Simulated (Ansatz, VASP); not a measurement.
## RuC2: VASP beside Ansatz

```
Ru C
1.0
     2.48751    0.00000    0.00000
    -1.24375    2.15425    0.00000
     0.00000    0.00000    8.27626
Ru C
1 2
Direct
  0.00000 0.00000 0.00000
  0.33333 0.66667 0.50000
  0.66667 0.33333 0.50000
```

Alike in both runs: functional PBE; k mesh 6 × 6 × 6; occupations gaussian, width 0.1 eV; no spin polarisation.

Ansatz relaxed the structure, and its values are those at the end. VASP's run is a single point on that final structure, the one shown.

|  | VASP | Ansatz |
| --- | --- | --- |
| version | VASP 6.6.1 | Ansatz 0.2.0 |
| potentials or method | VASP PAW PBE potentials, release 64 (Ru_pv, C), cutoff 520 eV | scalar-relativistic, plane waves, PAW |
| valence electrons in the cell | 22 | 24 |

|  | VASP | Ansatz | Ansatz less VASP |
| --- | --- | --- | --- |
| gap on the k mesh at the Fermi level (eV) | none | none | - |
| pressure (GPa) | 0.2 | 0.0 | -0.20 |

A gap of «none» marks a metal or a gap that the smearing closes. With one functional, cell and mesh, what is left measures potentials, basis and numerics. VASP's potentials hold 22 valence electrons a cell and Ansatz's 24, so a difference there can come from the potentials and not from the codes.

The k mesh is coarse, so the values compare programs but aren't converged.
